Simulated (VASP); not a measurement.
A run of VASP 6.6.1:

File INCAR:

```
SYSTEM = Co
PREC = Accurate
ENCUT = 600
EDIFF = 1E-6
ISMEAR = -1
SIGMA = 0.05
LREAL = .False.
LASPH = .True.
NELM = 150
ALGO = Normal
ISIF = 3
LWAVE = .False.
LCHARG = .False.
ISPIN = 2
MAGMOM = 1.7 1.7
LORBIT = 11
LMAXMIX = 4
GGA = PE
IBRION = 2
NSW = 80
EDIFFG = -0.01
```

File KPOINTS:

```
Automatic mesh
0
Gamma
  11 11 11
  0 0 0
```

Contents of POSCAR:

```
Co
1.0
    0.0000000000      2.4634331982      2.4634331982
    2.4634331982      0.0000000000      2.4634331982
    2.4634331982      2.4634331982      0.0000000000
Co
2
Direct
    0.1250000000      0.1250000000      0.1250000000
    0.8750000000      0.8750000000      0.8750000000
```

Potentials or basis: VASP PAW PBE potentials, release 64 (Co).

Run with:

```bash
$ cat potpaw_PBE.64/Co/POTCAR > POTCAR
$ mpirun -np 1 vasp_std > vasp.out
```

Hardware: 1 thread of Intel(R) Xeon(R) 6975P-C (Granite Rapids), with other jobs on the host.

**Question.** How long does it take, and how much memory?

**Answer.** Wall time 4.2 min on 1 thread of Intel(R) Xeon(R) 6975P-C (Granite Rapids), with other jobs on the host, peak memory 0.2 GiB. Counts: scf iterations 57, k points 56, ion steps 5.
